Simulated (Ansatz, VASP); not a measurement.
## SiC in VASP and in Ansatz

```
CELL_PARAMETERS angstrom
0.05748 2.18986 2.18986
2.24735 0.00000 2.24735
2.18986 2.18986 0.05748
ATOMIC_POSITIONS crystal
Si 0.00000 0.00000 0.00000
C 0.75000 0.75000 0.75000
```

Change from the starting cell: strain +0.0525 x Voigt [0, 0, 0, 0, 1, 0], atoms carried along.

Alike in both runs: task single point; functional PBE; k mesh 10 × 10 × 10; occupations gaussian, width 0.05 eV; no spin polarisation.

|  | VASP | Ansatz |
| --- | --- | --- |
| version | VASP 6.6.1 | Ansatz 0.2.0 |
| potentials or method | VASP PAW PBE potentials, release 64 (Si, C), cutoff 520 eV | scalar-relativistic, plane waves, PAW |
| valence electrons in the cell | 8 | 8 |

|  | VASP | Ansatz | Ansatz less VASP |
| --- | --- | --- | --- |
| gap on the k mesh at the Fermi level (eV) | 1.11 | 1.12 | +0.004 |
| least direct gap on the mesh (eV) | 4.01 | 4.02 | +0.006 |
| pressure (GPa) | 0.7 | 0.8 | +0.05 |
| traceless stress, the component that is largest in VASP (GPa) | -13.90 | -13.84 | +0.055 |
| rms of the force components (eV/Å) | 0.231 | 0.232 | +0.0003 |

Atom by atom the forces differ by 0.000 eV/Å (rms over components). The functional is the same, so the differences come from potentials, cutoffs and numerics.
